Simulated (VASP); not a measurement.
Set up this calculation in VASP 6.6.1, as the native input.

- Task: single point
- Functional: r2SCAN
- Potentials or basis: VASP PAW PBE potentials, release 64 (Te, Sn_d)
- Cutoff: 520 eV
- k mesh: 6 × 6 × 6
- Occupations: fermi-dirac, width 0.05 eV
- Spin: no spin polarisation
- Dipole correction: no
- Further INCAR settings: ALGO = Normal; EDIFF = 1e-06; NBANDS = 32

Crystal: Sn3Te.

```xyz
4
Lattice="4.7663 0.0000 0.0000 0.0000 4.7663 0.0000 0.0000 0.0000 4.7663" Properties=species:S:1:pos:R:3 pbc="T T T"
Te    0.0000    0.0000    0.0000
Sn    0.0000    2.3831    2.3831
Sn    2.3831    0.0000    2.3831
Sn    2.3831    2.3831    0.0000
```

One way to write it, as run:

POSCAR

```
Sn3Te
1.0
    4.7662957215      0.0000000000      0.0000000000
    0.0000000000      4.7662957215      0.0000000000
    0.0000000000      0.0000000000      4.7662957215
Te Sn
1 3
Direct
    0.0000000000      0.0000000000      0.0000000000
    0.0000000000      0.5000000000      0.5000000000
    0.5000000000      0.0000000000      0.5000000000
    0.5000000000      0.5000000000      0.0000000000
```

INCAR.step1

```
PREC = Accurate
ENCUT = 520
ISMEAR = -1
SIGMA = 0.05
LREAL = F
LASPH = T
NELM = 60
NBANDS = 32
GGA = PE
ALGO = Normal
EDIFF = 1E-4
LWAVE = T
LCHARG = F
```

INCAR.step2

```
PREC = Accurate
ENCUT = 520
EDIFF = 1E-6
ISMEAR = -1
SIGMA = 0.05
LREAL = F
LASPH = T
NELM = 60
ALGO = Normal
ISIF = 2
LWAVE = F
LCHARG = F
METAGGA = R2SCAN
LMIXTAU = T
NBANDS = 32
ISTART = 1
```

KPOINTS

```
Automatic mesh
0
Gamma
  6 6 6
```

Potentials or basis: VASP PAW PBE potentials, release 64 (Te, Sn_d).

The run is started by

```bash
$ cat potpaw_PBE.64/Te/POTCAR potpaw_PBE.64/Sn_d/POTCAR > POTCAR
$ cp INCAR.step1 INCAR
$ mpirun -np 1 vasp_std > vasp.out
$ cp INCAR.step2 INCAR
$ mpirun -np 1 vasp_std > vasp.out
```

Results of the run:

- Pressure: 2.8 GPa
- Band gap on the k mesh: zero (band 24 reaches 11.60 eV, above the bottom of band 25 at 7.95 eV)

Caveat: the PAW data sets were made with another functional, which shifts forces and pressure a little; spin-orbit coupling is left out, which moves the levels of the heavy elements.

It took 4.1 min on 1 thread of AMD EPYC 9R45 (Zen 5), with other jobs on the host, peak memory 0.21 GiB.
